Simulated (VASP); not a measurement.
Input of a VASP 6.6.1 run:

The input INCAR:

```
PREC = Accurate ; ENCUT = 520
EDIFF = 1E-6 ; ISMEAR = 0
SIGMA = 0.01 ; LREAL = False
LASPH = True ; NELM = 80
ALGO = Normal ; ISIF = 2
LWAVE = False ; LCHARG = False
GGA = PE ; NBANDS = 15
```

Contents of KPOINTS:

```
Automatic mesh
0
Gamma
  4 4 4
```

File POSCAR:

```
KF
1.0
   -0.0088632019      2.6500973535      2.6500973535
    2.6500973535     -0.0088632019      2.6500973535
    2.6500973535      2.6500973535     -0.0088632019
K F
1 1
Direct
    0.0000000000      0.0000000000      0.0000000000
    0.5000000000      0.5000000000      0.5000000000
```

Potentials or basis: VASP PAW PBE potentials, release 64 (K_sv, F).

Command:

```sh
$ cat potpaw_PBE.64/K_sv/POTCAR potpaw_PBE.64/F/POTCAR > POTCAR
$ mpirun -np 1 vasp_std > vasp.out
```

Question: Estimate the pressure.

Answer: 2.2 GPa.

Question: What does it give for the band gap on the k mesh?

Answer: 6.27 eV.

Caveat: the k points lie up to 0.51 Å⁻¹ apart; the cell differs from its parent crystal (strain along [111] -0.5%).
